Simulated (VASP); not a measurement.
# AlAs in VASP: notebook

Runs on AlAs. Level: RPBE. Tasks: single point.

Program: VASP 6.6.1. These are calculated values, not measurements. Logs are shortened: lines on timing, memory, paths and dates and some standing lists are left out, and cuts for length are marked.

## (1) The cell of the first run

The cell holds a slab with vacuum, 4 atoms: a = 4.003 Å, b = 4.003 Å, c = 21.719 Å, α = 90.00°, β = 90.00°, γ = 60.00°.

## (2) Single point, RPBE

INCAR reads:

```
SYSTEM = AlAs
PREC = Accurate ; ENCUT = 400
EDIFF = 1E-6 ; ISMEAR = 1
SIGMA = 0.05 ; LREAL = .False.
LASPH = .True. ; NELM = 120
ALGO = Normal ; ISIF = 2
LWAVE = .False. ; LCHARG = .True.
LDIPOL = .True. ; IDIPOL = 3
DIPOL = 0.5 0.5 0.500 ; GGA = RP
LELF = .True. ; LVHAR = .True.
LVACPOTAV = .True. ; NBANDS = 16
GGA_COMPAT = .False. ; NELMDL = -8
```

KPOINTS reads:

```
regular mesh
0
Gamma
  4 4 1
  0 0 0
```

POSCAR reads:

```
AlAs
1.0
    4.0027900000      0.0000000000      0.0000000000
    2.0013950000      3.4665178260      0.0000000000
    0.0000000000      0.0000000000     21.7194626111
Al As
2 2
Direct
    0.0000000000      0.0000000000      0.3683332384
    0.6666666667      0.6666666667      0.5188095374
    0.0000000000      0.0000000000      0.4811904626
    0.6666666667      0.6666666667      0.6316667616
```

Potentials or basis: VASP PAW PBE potentials, release 64 (Al, As).

Started as:

```console
cat potpaw_PBE.64/Al/POTCAR potpaw_PBE.64/As/POTCAR > POTCAR
mpirun -np 1 vasp_std > vasp.out
```

OUTCAR:

```text
SYSTEM = AlAs
   PREC = Accurate
   ENCUT = 400
   EDIFF = 1E-6
   ISMEAR = 1
   LREAL = .False.
   LASPH = .True.
   NELM = 120
   ISIF = 2
   GGA = RP
   NELMDL = -8

 ion  position               nearest neighbor table
   1  0.000  0.000  0.368-   3 2.45
   2  0.667  0.667  0.519-   4 2.45   3 2.45   3 2.45   3 2.45
   3  0.000  0.000  0.481-   1 2.45   2 2.45   2 2.45   2 2.45
   4  0.667  0.667  0.632-   2 2.45

  LATTYP: Found a hexagonal cell.
 ALAT       =     4.0027900000
 C/A-ratio  =     5.4260809613

  Lattice vectors:

 A1 = (  -2.0013950000,  -3.4665178260,   0.0000000000)
 A2 = (   4.0027900000,   0.0000000000,   0.0000000000)
 A3 = (   0.0000000000,   0.0000000000,  21.7194626111)

Analysis of symmetry for initial positions (statically):
=====================================================================
 Subroutine PRICEL returns:
 Original cell was already a primitive cell.

 Routine SETGRP: Setting up the symmetry group for a
 hexagonal supercell.

 Subroutine GETGRP returns: Found  6 space group operations
 (whereof  6 operations were pure point group operations)
 out of a pool of 24 trial point group operations.

The static configuration has the point symmetry C_3v.

Analysis of symmetry for dynamics (positions and initial velocities):
=====================================================================
 Subroutine PRICEL returns:
 Original cell was already a primitive cell.

 Routine SETGRP: Setting up the symmetry group for a
 hexagonal supercell.

 Subroutine GETGRP returns: Found  6 space group operations
 (whereof  6 operations were pure point group operations)
 out of a pool of 24 trial point group operations.

The dynamic configuration has the point symmetry C_3v.

 Subroutine INISYM returns: Found  6 space group operations
 (whereof  6 operations are pure point group operations),
 and found     1 'primitive' translations

----------------------------------------------------------------------------------------

                                     Primitive cell

  volume of cell :     301.3737

  direct lattice vectors                    reciprocal lattice vectors
     4.002790000  0.000000000  0.000000000     0.249825747 -0.144236962  0.000000000
     2.001395000  3.466517826  0.000000000     0.000000000  0.288473924  0.000000000
     0.000000000  0.000000000 21.719462611     0.000000000  0.000000000  0.046041655

  length of vectors
     4.002790000  4.002790000 21.719462611     0.288473924  0.288473924  0.046041655

  position of ions in fractional coordinates (direct lattice)
     0.000000000  0.000000000  0.368333238
     0.666666667  0.666666667  0.518809537
     0.000000000  0.000000000  0.481190463
     0.666666667  0.666666667  0.631666762

  ion indices of the primitive-cell ions
   primitive index   ion index
                 1           1
                 2           2
                 3           3
                 4           4

----------------------------------------------------------------------------------------

 KPOINTS: regular mesh

Automatic generation of k-mesh.
 Grid dimensions read from file:
 generate k-points for:    4    4    1

 Generating k-lattice:

  Cartesian coordinates                     Fractional coordinates (reciprocal lattice)
     0.062456437 -0.036059241  0.000000000     0.250000000 -0.000000000  0.000000000
     0.000000000  0.072118481  0.000000000     0.000000000  0.250000000  0.000000000
     0.000000000  0.000000000  0.046041655     0.000000000  0.000000000  1.000000000

  Length of vectors
     0.072118481  0.072118481  0.046041655

  Shift w.r.t. Gamma in fractional coordinates (k-lattice)
     0.000000000  0.000000000  0.000000000

 Subroutine IBZKPT returns following result:
 ===========================================

 Found      4 irreducible k-points:

 Following reciprocal coordinates:
            Coordinates               Weight
  0.000000  0.000000  0.000000      1.000000
  0.250000  0.000000  0.000000      6.000000
  0.500000  0.000000  0.000000      3.000000
  0.500000  0.250000  0.000000      6.000000
   k-points           NKPTS =      4   k-points in BZ     NKDIM =      4   number of bands    NBANDS=     16
   number of dos      NEDOS =    301   number of ions     NIONS =      4
   total plane-waves  NPLWV = 112896
   dimension x,y,z NGX =    28 NGY =   28 NGZ =  144
   dimension x,y,z NGXF=    56 NGYF=   56 NGZF=  288
   ions per type =               2   2
   NGX,Y,Z   is equivalent  to a cutoff of  11.63, 11.63, 11.02 a.u.
   NGXF,Y,Z  is equivalent  to a cutoff of  23.26, 23.26, 22.04 a.u.
 SYSTEM =  AlAs
   PREC   = accura    normal or accurate (medium, high low for compatibility)
   ISTART =      0    job   : 0-new  1-cont  2-samecut
   ICHARG =      2    charge: 1-file 2-atom 10-const
   ISPIN  =      1    spin polarized calculation?
   LNONCOLLINEAR =      F non collinear calculations
   LSORBIT =      F    spin-orbit coupling
   LASPH  =      T    aspherical Exc in radial PAW
   ENCUT  =  400.0 eV  29.40 Ry    5.42 a.u.   6.53  6.53 35.42*2*pi/ulx,y,z
   NELM   =    120;   NELMIN=  2; NELMDL= -8     # of ELM steps
   EDIFF  = 0.1E-05   stopping-criterion for ELM
   LREAL  =      F    real-space projection
   EDIFFG = 0.1E-04   stopping-criterion for IOM
   NSW    =      0    number of steps for IOM
   IBRION =     -1    ionic relax: 0-MD 1-quasi-New 2-CG
   NFREE  =      0    steps in history (QN), initial steepest desc. (CG)
   ISIF   =      2    stress and relaxation
   ISYM   =      2    0-nonsym 1-usesym 2-fastsym
   POTIM  = 0.5000    time-step for ionic-motion
   TEBEG  =    0.0;   TEEND  =   0.0 temperature during run
   PSTRESS=    0.0 pullay stress
   NELECT =      16.0000    total number of electrons
   NUPDOWN=      -1.0000    fix difference up-down
   EMIN   =  10.00;   EMAX   =-10.00  energy-range for DOS
   EFERMI =   0.00;   METHOD = LEGACY
   ISMEAR =     1;   SIGMA  =   0.05  broadening in eV -4-tet -1-fermi 0-gaus
   EFERMI_NEDOS =   21; number of points for ismear=-14 and -15
   IALGO  =     38    algorithm
   IMIX   =      4    mixing-type and parameters
     AMIX     =   0.40;   BMIX     =  1.00
     AMIX_MAG =   1.60;   BMIX_MAG =  1.00
  volume/ion in A,a.u.               =      75.34       508.44
  Fermi-wavevector in a.u.,A,eV,Ry     =   0.615290  1.162729  5.150915  0.378582
  Thomas-Fermi vector in A             =   1.672606
   LORBIT       =      0    0 simple, 1 ext, 2 COOP (PROOUT), +10 PAW based schemes
   GGA     = RP    functional components
   LHFCALC =     F    Hartree Fock is set to
   AEXX    =    0.0000 exact exchange contribution
   IVDW    =     0    specifies the selected vdW correction
   LEPSILON=     F    determine dielectric tensor
   LRPA    =     F    only Hartree local field effects (RPA)
 non-spin polarized calculation
 Methfessel and Paxton  Order N= 1 SIGMA  =   0.05
  energy-cutoff  :      400.00
  volume of cell :      301.37
 maximum number of plane-waves:      5555
 NGX is ok and might be reduce to    28
   NGX = 13   NGY = 13   NGZ = 71

 dipolmoment           0.000000      0.000000     -0.008459 electrons x Angstroem

 number of electron      16.0000000 magnetization

 dipolmoment           0.000000      0.000000      0.064104 electrons x Angstroem

 Free energy of the ion-electron system (eV)
  ---------------------------------------------------
  ext. energy  EPLUGINS =         0.00000000
  ---------------------------------------------------
  free energy    TOTEN  =       -13.41769130 eV

  energy without entropy =      -13.41576218  energy(sigma->0) =      -13.41704826

 E-fermi :  -2.2682     XC(G=0):  -3.7567

 val. band max:       -2.3066385045   @ k =   0.2500   0.0000   0.0000
 cond. band min:      -2.2604925550   @ k =   0.5000   0.0000   0.0000
 fundamental gap:      0.0461459495
 Fermi energy:        -2.2682406426

 k-point     1 :       0.0000    0.0000    0.0000
  band No.  band energies     occupation
      1     -13.8311      2.00000
      2     -12.1049      2.00000
      3      -7.6464      2.00000
      4      -5.0927      2.00000
      5      -3.0034      2.00000
      6      -3.0034      2.00000
[... 8 lines left out ...]
     15       2.9164      0.00000
     16       2.9529      0.00000

 k-point     2 :       0.2500    0.0000    0.0000
  band No.  band energies     occupation
      1     -13.3682      2.00000
      2     -11.8664      2.00000
      3      -7.1201      2.00000
      4      -5.9346      2.00000
      5      -4.2169      2.00000
      6      -3.6706      2.00000
[... 8 lines left out ...]
     15       3.3538      0.00000
     16       3.7744      0.00000

 k-point     3 :       0.5000    0.0000    0.0000
  band No.  band energies     occupation
      1     -12.7105      2.00000
      2     -11.6481      2.00000
      3      -7.5908      2.00000
      4      -6.2025      2.00000
      5      -4.1516      2.00000
      6      -3.9209      2.00000
[... 8 lines left out ...]
     15       3.4278      0.00000
     16       4.2441      0.00000

 k-point     4 :       0.5000    0.2500    0.0000
  band No.  band energies     occupation
      1     -12.7334      2.00000
      2     -11.6397      2.00000
      3      -7.1888      2.00000
      4      -6.2051      2.00000
      5      -5.3391      2.00000
      6      -3.5616      2.00000
[... 8 lines left out ...]
     15       3.3902      0.00000
     16       3.7287      0.00000

------------------------ aborting loop because EDIFF is reached ----------------------------------------

  FORCE on cell =-STRESS in cart. coord.  units (eV):
  Direction    XX          YY          ZZ          XY          YZ          ZX
  --------------------------------------------------------------------------------------
  -------------------------------------------------------------------------------------
  Total       -1.7096496     -1.7096496      1.5989980      0.0000000     -0.0000000      0.0000000
  in kB       -9.0889221     -9.0889221      8.5006703      0.0000000     -0.0000000      0.0000000
  external PRESSURE =      -3.2257247 kB  Pullay stress =       0.0000000 kB

 VOLUME and BASIS-vectors are now :
 -----------------------------------------------------------------------------
  energy-cutoff  :      400.00
  volume of cell :      301.37
      direct lattice vectors                 reciprocal lattice vectors
     4.002790000  0.000000000  0.000000000     0.249825747 -0.144236962  0.000000000
     2.001395000  3.466517826  0.000000000     0.000000000  0.288473924  0.000000000
     0.000000000  0.000000000 21.719462611     0.000000000  0.000000000  0.046041655

 POSITION                                       TOTAL-FORCE (eV/Angst)
 -----------------------------------------------------------------------------------
      0.00000      0.00000      8.00000         0.000000      0.000000     -0.387456
      4.00279      2.31101     11.26826        -0.000000      0.000000      0.411140
      0.00000      0.00000     10.45120         0.000000      0.000000     -0.122381
      4.00279      2.31101     13.71946        -0.000000     -0.000000      0.098697
 -----------------------------------------------------------------------------------
    total drift:                                0.000000      0.000000     -0.000121

  FREE ENERGIE OF THE ION-ELECTRON SYSTEM (eV)
  ---------------------------------------------------
  free  energy   TOTEN  =       -13.4176912953 eV

  energy  without entropy=      -13.4157621840  energy(sigma->0) =      -13.41704826

 vacuum level on the upper side and lower side of the slab         3.352         2.517
```

Run time: 26 s. Hardware: 1 thread of Intel Xeon 6975P-C (Granite Rapids), shared host; peak memory 0.3 GiB.

What came out:

| Item | Value |
| --- | --- |
| Free energy | -13.4177 eV |
| Largest force | 0.411 eV/Å |
| Band gap on the k mesh | zero (band 8 reaches -0.81 eV, above the bottom of band 9 at -2.26 eV) |

Forces in eV/Å, atoms in the order of the input:
```
Al   0.000  0.000 -0.387
Al   0.000  0.000  0.411
As   0.000  0.000 -0.122
As   0.000  0.000  0.099
```

Levels at points of the mesh, in eV from the Fermi level:
```csv
k point,band 4,band 5,band 6,band 7,band 8,band 9,band 10,band 11,band 12,band 13
"(0.00, 0.00, 0.00)",-2.82,-0.74,-0.74,-0.71,1.45,1.45,2.25,3.22,4.54,4.54
"(0.50, 0.00, 0.00)",-3.93,-1.88,-1.65,-1.46,-0.25,0.01,0.83,2.32,3.56,4.08
```

Caveat: the k points lie up to 0.45 Å⁻¹ apart; the PAW data sets were made with another functional, which shifts forces and pressure a little.

(Continued in part 2 of 2.)
